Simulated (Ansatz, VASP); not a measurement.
## Al3GaN4 in VASP and in Ansatz

POSCAR

```
Al3GaN4
1.0
    4.4014385300      0.0000000000      0.0000000000
    0.0000000000      4.4014385300      0.0000000000
    0.0000000000      0.0000000000      4.4014385300
Al Ga N
3 1 4
Direct
    0.5000000000      0.5000000000      0.0000000000
    0.5000000000      0.0000000000      0.5000000000
    0.0000000000      0.5000000000      0.5000000000
    0.0000000000      0.0000000000      0.0000000000
    0.7441634300      0.7441634300      0.2558365700
    0.7441634300      0.2558365700      0.7441634300
    0.2558365700      0.7441634300      0.7441634300
    0.2558365700      0.2558365700      0.2558365700
```

Contents of INCAR.step1:

```
PREC = Accurate
ENCUT = 520
ISMEAR = 0
SIGMA = 0.1
LREAL = False
LASPH = True
NELM = 80
NBANDS = 31
GGA = PE
ALGO = Normal
EDIFF = 1E-4
LWAVE = True
LCHARG = False
```

Contents of INCAR.step2:

```
PREC = Accurate
ENCUT = 520
EDIFF = 1E-6
ISMEAR = 0
SIGMA = 0.1
LREAL = False
LASPH = True
NELM = 80
ALGO = Normal
ISIF = 2
LWAVE = False
LCHARG = False
METAGGA = R2SCAN
LMIXTAU = True
NBANDS = 31
ISTART = 1
```

KPOINTS

```
regular mesh
0
Gamma
  4 4 4
```

Input for Ansatz:

```yaml
crystal:
  lattice:
    - [4.40143853, 0.0, 0.0]
    - [0.0, 4.40143853, 0.0]
    - [0.0, 0.0, 4.40143853]
  atoms:
    - { symbol: Al, position: [0.5, 0.5, 0.0] }
    - { symbol: Al, position: [0.5, 0.0, 0.5] }
    - { symbol: Al, position: [0.0, 0.5, 0.5] }
    - { symbol: Ga, position: [0.0, 0.0, 0.0] }
    - { symbol: "N", position: [0.74416343, 0.74416343, 0.25583657] }
    - { symbol: "N", position: [0.74416343, 0.25583657, 0.74416343] }
    - { symbol: "N", position: [0.25583657, 0.74416343, 0.74416343] }
    - { symbol: "N", position: [0.25583657, 0.25583657, 0.25583657] }
basis:
  ecutwfc: 500
kpoints:
  mp_grid: { grid: [4, 4, 4] }
hamiltonian:
  xc: r2scan
scf:
  occupations: { method: gaussian, width: 0.1 }
  lower_state_search: "off"
output:
  forces: true
  stress: true
  eigenvalues: true
```

Alike in both runs: task single point; functional r2SCAN; k mesh 4 × 4 × 4; occupations gaussian, width 0.1 eV; no spin polarisation.

|  | VASP | Ansatz |
| --- | --- | --- |
| version | VASP 6.6.1 | Ansatz 0.2.0 |
| potentials or method | VASP PAW PBE potentials, release 64 (Al, Ga_d, N), cutoff 520 eV | scalar-relativistic, plane waves, PAW |
| valence electrons in the cell | 42 | 42 |

Ansatz gave:

| Quantity | Value |
| --- | --- |
| gap on the k mesh at the Fermi level (eV) | 4.01 |
| least direct gap on the mesh (eV) | 4.01 |
| pressure (GPa) | 0.0 |
| rms of the force components (eV/Å) | 0.024 |

Estimate VASP's values.

gap on the k mesh at the Fermi level (eV): 4.01; least direct gap on the mesh (eV): 4.01; pressure (GPa): 0.0; rms of the force components (eV/Å): 0.007.

VASP's potentials were made for PBE, not for r2SCAN. Atom by atom the forces differ by 0.031 eV/Å (rms over components).
